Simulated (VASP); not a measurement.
# Na4H in VASP: further runs

Na4H is run at these levels: PBE; tasks: single point.

Program: VASP 6.6.1. These are calculated values, not measurements. Logs are shortened: lines on timing, memory, paths and dates and some standing lists are left out, and cuts for length are marked.

## 1. The cell of the first run

The cell holds a slab with vacuum, 10 atoms: a = 7.267 Å, b = 7.267 Å, c = 20.967 Å, α = 90.00°, β = 90.00°, γ = 109.47°.

## 2. Single point, PBE

Contents of INCAR:

```
ALGO = Normal ; DIPOL = 0.5 0.5 0.292
EDIFF = 1E-6 ; ENCUT = 520
GGA = PE ; IDIPOL = 3
ISIF = 2 ; ISMEAR = 0
LASPH = T ; LCHARG = F
LDIPOL = T ; LREAL = F
LWAVE = F ; NBANDS = 40
NELM = 100 ; PREC = Accurate
SIGMA = 0.1
```

Contents of KPOINTS:

```
k-points
0
Gamma
  4 4 1
```

Contents of POSCAR:

```
Na4H
1.0
    7.2665057608      0.0000000000      0.0000000000
   -2.4221685869      6.8509273320      0.0000000000
    0.0000000000      0.0000000000     20.9665385532
Na H
8 2
Direct
    0.2500000000      0.2500000000      0.1907801800
    0.2500000000      0.7500000000      0.1907801800
    0.7500000000      0.2500000000      0.1907801800
    0.7500000000      0.7500000000      0.1907801800
    0.0000000000      0.0000000000      0.3322693699
    0.0000000000      0.5000000000      0.3322693699
    0.5000000000      0.0000000000      0.3322693699
    0.5000000000      0.5000000000      0.3322693699
   -0.1272275878      0.7500000000      0.4147817977
    0.1272275878      0.7500000000      0.4147817977
```

Potentials or basis: VASP PAW PBE potentials, release 64 (Na_pv, H).

Run with:

```bash
cat potpaw_PBE.64/Na_pv/POTCAR potpaw_PBE.64/H/POTCAR > POTCAR
mpirun -np 1 vasp_std > vasp.out
```

OUTCAR:

```text
EDIFF = 1E-6
   ENCUT = 520
   GGA = PE
   ISIF = 2
   ISMEAR = 0
   LASPH = T
   LREAL = F
   NELM = 100
   PREC = Accurate

 ion  position               nearest neighbor table
   1  0.250  0.250  0.191-
   2  0.250  0.750  0.191-
   3  0.750  0.250  0.191-
   4  0.750  0.750  0.191-
   5  0.000  0.000  0.332-
   6  0.000  0.500  0.332-
   7  0.500  0.000  0.332-
   8  0.500  0.500  0.332-
   9  0.873  0.750  0.415-
  10  0.127  0.750  0.415-

  LATTYP: Found a base centered orthorhombic cell.
 ALAT       =     8.3906381142
 B/A-ratio  =     1.4142135624
 C/A-ratio  =     2.4988014342

  Lattice vectors:

 A1 = (   7.2665057608,   0.0000000000,   0.0000000000)
 A2 = (  -2.4221685869,   6.8509273320,   0.0000000000)
 A3 = (   0.0000000000,   0.0000000000,  20.9665385532)

Analysis of symmetry for initial positions (statically):
=====================================================================
 Subroutine PRICEL returns:
 Original cell was already a primitive cell.

 Routine SETGRP: Setting up the symmetry group for a
 base centered orthorhombic supercell.

 Subroutine GETGRP returns: Found  2 space group operations
 (whereof  1 operations were pure point group operations)
 out of a pool of  8 trial point group operations.

The static configuration has the point symmetry C_1 .
 The point group associated with its full space group is C_2 .

Analysis of symmetry for dynamics (positions and initial velocities):
=====================================================================
 Subroutine PRICEL returns:
 Original cell was already a primitive cell.

 Routine SETGRP: Setting up the symmetry group for a
 base centered orthorhombic supercell.

 Subroutine GETGRP returns: Found  2 space group operations
 (whereof  1 operations were pure point group operations)
 out of a pool of  8 trial point group operations.

The dynamic configuration has the point symmetry C_1 .
 The point group associated with its full space group is C_2 .

 Subroutine INISYM returns: Found  2 space group operations
 (whereof  1 operations are pure point group operations),
 and found     1 'primitive' translations

----------------------------------------------------------------------------------------

                                     Primitive cell

  volume of cell :    1043.7626

  direct lattice vectors                    reciprocal lattice vectors
     7.266505761  0.000000000  0.000000000     0.137617726  0.048655214  0.000000000
    -2.422168587  6.850927332  0.000000000     0.000000000  0.145965641  0.000000000
     0.000000000  0.000000000 20.966538553     0.000000000  0.000000000  0.047695045

  length of vectors
     7.266505761  7.266505761 20.966538553     0.145965641  0.145965641  0.047695045

  position of ions in fractional coordinates (direct lattice)
     0.250000000  0.250000000  0.190780180
     0.250000000  0.750000000  0.190780180
     0.750000000  0.250000000  0.190780180
     0.750000000  0.750000000  0.190780180
     0.000000000  0.000000000  0.332269370
     0.000000000  0.500000000  0.332269370
     0.500000000  0.000000000  0.332269370
     0.500000000  0.500000000  0.332269370
     0.872772412  0.750000000  0.414781798
     0.127227588  0.750000000  0.414781798

  ion indices of the primitive-cell ions
   primitive index   ion index
                 1           1
                 2           2
                 3           3
                 4           4
                 5           5
                 6           6
                 7           7
                 8           8
                 9           9
                10          10

----------------------------------------------------------------------------------------

 KPOINTS: k-points

Automatic generation of k-mesh.
 Grid dimensions read from file:
 generate k-points for:    4    4    1

 Generating k-lattice:

  Cartesian coordinates                     Fractional coordinates (reciprocal lattice)
     0.034404432  0.012163803  0.000000000     0.250000000  0.000000000  0.000000000
     0.000000000  0.036491410  0.000000000     0.000000000  0.250000000  0.000000000
     0.000000000  0.000000000  0.047695045     0.000000000  0.000000000  1.000000000

  Length of vectors
     0.036491410  0.036491410  0.047695045

  Shift w.r.t. Gamma in fractional coordinates (k-lattice)
     0.000000000  0.000000000  0.000000000

 Subroutine IBZKPT returns following result:
 ===========================================

 Found     10 irreducible k-points:

 Following reciprocal coordinates:
            Coordinates               Weight
  0.000000  0.000000  0.000000      1.000000
  0.250000  0.000000  0.000000      2.000000
  0.000000  0.250000  0.000000      2.000000
  0.500000  0.000000  0.000000      1.000000
  0.000000  0.500000  0.000000      1.000000
  0.250000  0.250000  0.000000      2.000000
  0.500000  0.250000  0.000000      2.000000
  0.250000  0.500000  0.000000      2.000000
 -0.250000  0.250000  0.000000      2.000000
  0.500000  0.500000  0.000000      1.000000
   k-points           NKPTS =     10   k-points in BZ     NKDIM =     10   number of bands    NBANDS=     40
   number of dos      NEDOS =    301   number of ions     NIONS =     10
   total plane-waves  NPLWV = 466560
   dimension x,y,z NGX =    54 NGY =   54 NGZ =  160
   dimension x,y,z NGXF=   108 NGYF=  108 NGZF=  320
   ions per type =               8   2
   NGX,Y,Z   is equivalent  to a cutoff of  12.35, 12.35, 12.69 a.u.
   NGXF,Y,Z  is equivalent  to a cutoff of  24.71, 24.71, 25.37 a.u.
 SYSTEM =  unknown system
   PREC   = accura    normal or accurate (medium, high low for compatibility)
   ISTART =      0    job   : 0-new  1-cont  2-samecut
   ICHARG =      2    charge: 1-file 2-atom 10-const
   ISPIN  =      1    spin polarized calculation?
   LNONCOLLINEAR =      F non collinear calculations
   LSORBIT =      F    spin-orbit coupling
   LASPH  =      T    aspherical Exc in radial PAW
   ENCUT  =  520.0 eV  38.22 Ry    6.18 a.u.  13.51 13.51 38.98*2*pi/ulx,y,z
   NELM   =    100;   NELMIN=  2; NELMDL= -5     # of ELM steps
   EDIFF  = 0.1E-05   stopping-criterion for ELM
   LREAL  =      F    real-space projection
   EDIFFG = 0.1E-04   stopping-criterion for IOM
   NSW    =      0    number of steps for IOM
   IBRION =     -1    ionic relax: 0-MD 1-quasi-New 2-CG
   NFREE  =      0    steps in history (QN), initial steepest desc. (CG)
   ISIF   =      2    stress and relaxation
   ISYM   =      2    0-nonsym 1-usesym 2-fastsym
   POTIM  = 0.5000    time-step for ionic-motion
   TEBEG  =    0.0;   TEEND  =   0.0 temperature during run
   PSTRESS=    0.0 pullay stress
   NELECT =      58.0000    total number of electrons
   NUPDOWN=      -1.0000    fix difference up-down
   EMIN   =  10.00;   EMAX   =-10.00  energy-range for DOS
   EFERMI =   0.00;   METHOD = LEGACY
   ISMEAR =     0;   SIGMA  =   0.10  broadening in eV -4-tet -1-fermi 0-gaus
   EFERMI_NEDOS =   21; number of points for ismear=-14 and -15
   IALGO  =     38    algorithm
   IMIX   =      4    mixing-type and parameters
     AMIX     =   0.40;   BMIX     =  1.00
     AMIX_MAG =   1.60;   BMIX_MAG =  1.00
  volume/ion in A,a.u.               =     104.38       704.37
  Fermi-wavevector in a.u.,A,eV,Ry     =   0.624717  1.180545  5.309970  0.390272
  Thomas-Fermi vector in A             =   1.685372
   LORBIT       =      0    0 simple, 1 ext, 2 COOP (PROOUT), +10 PAW based schemes
   GGA     = PE    functional components
   LHFCALC =     F    Hartree Fock is set to
   AEXX    =    0.0000 exact exchange contribution
   IVDW    =     0    specifies the selected vdW correction
   LEPSILON=     F    determine dielectric tensor
   LRPA    =     F    only Hartree local field effects (RPA)
 non-spin polarized calculation
 Gauss-broadening in eV      SIGMA  =   0.10
  energy-cutoff  :      520.00
  volume of cell :     1043.76
 maximum number of plane-waves:     28122
   NGX = 27   NGY = 27   NGZ = 77

 number of electron      57.9999951 magnetization

 dipolmoment           0.000000      0.000000      0.354834 electrons x Angstroem

 Free energy of the ion-electron system (eV)
  ---------------------------------------------------
  ext. energy  EPLUGINS =         0.00000000
  ---------------------------------------------------
  free energy    TOTEN  =       -13.87276046 eV

  energy without entropy =      -13.84791500  energy(sigma->0) =      -13.86033773

 E-fermi :  -2.4176     XC(G=0):  -2.6077

 val. band max:       -2.4276445641   @ k =  -0.2500   0.2500   0.0000
 cond. band min:      -2.3667110152   @ k =   0.2500   0.5000   0.0000
 fundamental gap:      0.0609335489
 Fermi energy:        -2.4175658822

 k-point     1 :       0.0000    0.0000    0.0000
  band No.  band energies     occupation
      1     -27.5893      2.00000
      2     -27.5834      2.00000
      3     -27.5815      2.00000
      4     -27.5783      2.00000
      5     -27.5750      2.00000
      6     -27.5706      2.00000
[... 32 lines left out ...]
     39       0.1843      0.00000
     40       0.4057      0.00000

 k-point     2 :       0.2500    0.0000    0.0000
  band No.  band energies     occupation
      1     -27.5883      2.00000
      2     -27.5840      2.00000
      3     -27.5790      2.00000
      4     -27.5781      2.00000
      5     -27.5746      2.00000
      6     -27.5700      2.00000
[... 333 lines left out ...]
     39       0.8974      0.00000
     40       0.9807      0.00000

 k-point    10 :       0.5000    0.5000    0.0000
  band No.  band energies     occupation
      1     -27.5858      2.00000
      2     -27.5849      2.00000
      3     -27.5719      2.00000
      4     -27.5709      2.00000
      5     -27.5702      2.00000
      6     -27.5700      2.00000
[... 32 lines left out ...]
     39       0.9944      0.00000
     40       1.1008      0.00000

------------------------ aborting loop because EDIFF is reached ----------------------------------------

 vacuum level on the upper side and lower side of the slab       (xc-potential included)         0.573        -0.711

  FORCE on cell =-STRESS in cart. coord.  units (eV):
  Direction    XX          YY          ZZ          XY          YZ          ZX
  --------------------------------------------------------------------------------------
  -------------------------------------------------------------------------------------
  Total       -1.7827608     -2.3545445     -2.3567313     -0.1924329      0.0000000      0.0000000
  in kB       -2.7365408     -3.6142298     -3.6175865     -0.2953848      0.0000000      0.0000000
  external PRESSURE =      -3.3227857 kB  Pullay stress =       0.0000000 kB

 VOLUME and BASIS-vectors are now :
 -----------------------------------------------------------------------------
  energy-cutoff  :      520.00
  volume of cell :     1043.76
      direct lattice vectors                 reciprocal lattice vectors
     7.266505761  0.000000000  0.000000000     0.137617726  0.048655214  0.000000000
    -2.422168587  6.850927332  0.000000000     0.000000000  0.145965641  0.000000000
     0.000000000  0.000000000 20.966538553     0.000000000  0.000000000  0.047695045

 POSITION                                       TOTAL-FORCE (eV/Angst)
 -----------------------------------------------------------------------------------
      1.21108      1.71273      4.00000         0.016703      0.016011      0.039859
      0.00000      5.13820      4.00000         0.039318      0.002424     -0.026171
      4.84434      1.71273      4.00000        -0.016703     -0.016011      0.039859
      3.63325      5.13820      4.00000        -0.039318     -0.002424     -0.026171
      0.00000      0.00000      6.96654         0.088946     -0.345966      0.405720
     -1.21108      3.42546      6.96654        -0.088946      0.345966      0.405720
      3.63325      0.00000      6.96654        -0.088211     -0.172358      0.229528
      2.42217      3.42546      6.96654         0.088211      0.172358      0.229528
      4.52538      5.13820      8.69654         0.224294     -0.071535     -0.648936
     -0.89213      5.13820      8.69654        -0.224294      0.071535     -0.648936
 -----------------------------------------------------------------------------------
    total drift:                               -0.000000     -0.000000     -0.006453

  FREE ENERGIE OF THE ION-ELECTRON SYSTEM (eV)
  ---------------------------------------------------
  free  energy   TOTEN  =       -13.8727604607 eV

  energy  without entropy=      -13.8479149983  energy(sigma->0) =      -13.86033773

 vacuum level on the upper side and lower side of the slab         1.782         0.441
```

It took 20 min on 1 thread of Oxide Virtual Turin-like, shared host; peak memory 1 GiB.

What came out:

| Quantity | Value |
| --- | --- |
| Free energy | -13.8728 eV |
| Largest force | 0.690 eV/Å |
| Band gap on the k mesh | zero (band 29 reaches -1.95 eV, above the bottom of band 30 at -2.68 eV) |

Forces in eV/Å, atoms in the order of the input:
```
Na   0.017  0.016  0.040
Na   0.039  0.002 -0.026
Na  -0.017 -0.016  0.040
Na  -0.039 -0.002 -0.026
Na   0.089 -0.346  0.406
Na  -0.089  0.346  0.406
Na  -0.088 -0.172  0.230
Na   0.088  0.172  0.230
H    0.224 -0.072 -0.649
H   -0.224  0.072 -0.649
```

## 3. Single point, PBE

Contents of INCAR:

```
SYSTEM = Na4H
PREC = Accurate
ENCUT = 520
EDIFF = 1E-7
ISMEAR = 0
SIGMA = 0.1
LREAL = .FALSE.
LASPH = .TRUE.
NELM = 60
ALGO = Normal
ISIF = 2
LWAVE = .FALSE.
LCHARG = .TRUE.
LDIPOL = .TRUE.
IDIPOL = 3
DIPOL = 0.5 0.5 0.283
GGA = PE
LELF = .TRUE.
LVHAR = .TRUE.
LVACPOTAV = .TRUE.
NBANDS = 40
```

Contents of KPOINTS:

```
Automatic mesh
0
G
  4 4 1
  0 0 0
```

POSCAR, as its differences from that of step 2:

```diff
@@ -16,3 +16,3 @@
     0.5000000000      0.5000000000      0.3322693699
-   -0.1272275878      0.7500000000      0.4147817977
-    0.1272275878      0.7500000000      0.4147817977
+   -0.1537878090      0.7500000000      0.3689945545
+    0.1537878090      0.7500000000      0.3689945545
```

Potentials or basis: VASP PAW PBE potentials, release 64 (Na_pv, H).

Run with:

```bash
cat potpaw_PBE.64/Na_pv/POTCAR potpaw_PBE.64/H/POTCAR > POTCAR
mpirun -np 1 vasp_std > vasp.out
```

Run time: 19 min. Hardware: 1 thread of Oxide Virtual Turin-like, shared host; peak memory 0.98 GiB.

Results (log left out):

| Quantity | Value |
| --- | --- |
| Free energy | -14.9745 eV |
| Largest force | 1.198 eV/Å |
| Band gap on the k mesh | zero (band 29 reaches -1.61 eV, above the bottom of band 30 at -2.42 eV) |

Forces in eV/Å, atoms in the order of the input:
```
Na   0.001  0.017  0.046
Na   0.008 -0.005 -0.027
Na  -0.001 -0.017  0.046
Na  -0.008  0.005 -0.027
Na   0.353  0.108  0.000
Na  -0.353 -0.108  0.000
Na  -0.203 -0.273  0.141
Na   0.203  0.273  0.141
H   -0.893 -0.782 -0.160
H    0.893  0.782 -0.160
```

Levels at points of the mesh, in eV from the Fermi level:
| k point | band 27 | band 28 | band 29 | band 30 | band 31 | band 32 |
| --- | --- | --- | --- | --- | --- | --- |
| (0.00, 0.00, 0.00) | -1.15 | -0.39 | 0.48 | 0.49 | 0.80 | 0.95 |
| (0.50, 0.00, 0.00) | -1.39 | -1.01 | 0.09 | 0.12 | 0.79 | 0.91 |
| (0.00, 0.50, 0.00) | -1.31 | -1.19 | -0.20 | 0.22 | 0.65 | 1.11 |
| (0.50, 0.50, 0.00) | -1.27 | -1.04 | -0.38 | -0.33 | 0.60 | 0.63 |

## 4. Single point, PBE

Contents of INCAR:

```
ALGO = Normal
DIPOL = 0.5 0.5 0.289
EDIFF = 1E-6
ENCUT = 520
GGA = PE
IDIPOL = 3
ISIF = 2
ISMEAR = 0
LASPH = T
LCHARG = T
LDIPOL = T
LELF = T
LREAL = F
LVACPOTAV = T
LVHAR = T
LWAVE = F
NBANDS = 40
NELM = 60
PREC = Accurate
SIGMA = 0.1
```

Contents of KPOINTS:

```
k-points
0
Gamma
  4 4 1
```

POSCAR, as its differences from that of step 3:

```diff
@@ -16,3 +16,3 @@
     0.5000000000      0.5000000000      0.3322693699
-   -0.1537878090      0.7500000000      0.3689945545
-    0.1537878090      0.7500000000      0.3689945545
+   -0.1537878090      0.7500000000      0.3995193833
+    0.1537878090      0.7500000000      0.3995193833
```

Run with:

```bash
cat potpaw_PBE.64/Na_pv/POTCAR potpaw_PBE.64/H/POTCAR > POTCAR
mpirun -np 1 vasp_std > vasp.out
```

It took 19 min on 1 thread of Oxide Virtual Turin-like, shared host; peak memory 1 GiB.

The run converged. Its results:

| Quantity | Value |
| --- | --- |
| Free energy | -14.4034 eV |
| Largest force | 0.879 eV/Å |
| Band gap on the k mesh | zero (band 29 reaches -1.95 eV, above the bottom of band 30 at -2.75 eV) |

Forces on the atoms (eV/Å):
```
Na   0.011  0.011  0.053
Na   0.022  0.002 -0.052
Na  -0.011 -0.011  0.053
Na  -0.022 -0.002 -0.052
Na   0.144 -0.397  0.412
Na  -0.144  0.397  0.412
Na  -0.150 -0.274  0.302
Na   0.150  0.274  0.302
H   -0.480 -0.179 -0.715
H    0.480  0.179 -0.715
```

Levels at points of the mesh, in eV from the Fermi level:
```csv
k point,band 26,band 27,band 28,band 29,band 30,band 31,band 32,band 33
"(0.00, 0.00, 0.00)",-2.10,-0.57,-0.40,0.45,0.45,0.67,0.84,1.28
"(0.50, 0.00, 0.00)",-1.99,-1.50,-0.78,0.11,0.14,0.67,0.69,1.80
"(0.00, 0.50, 0.00)",-1.91,-1.46,-0.63,-0.15,0.20,0.55,0.78,1.79
"(0.50, 0.50, 0.00)",-1.73,-1.35,-0.83,-0.46,-0.36,0.57,0.60,1.57
```
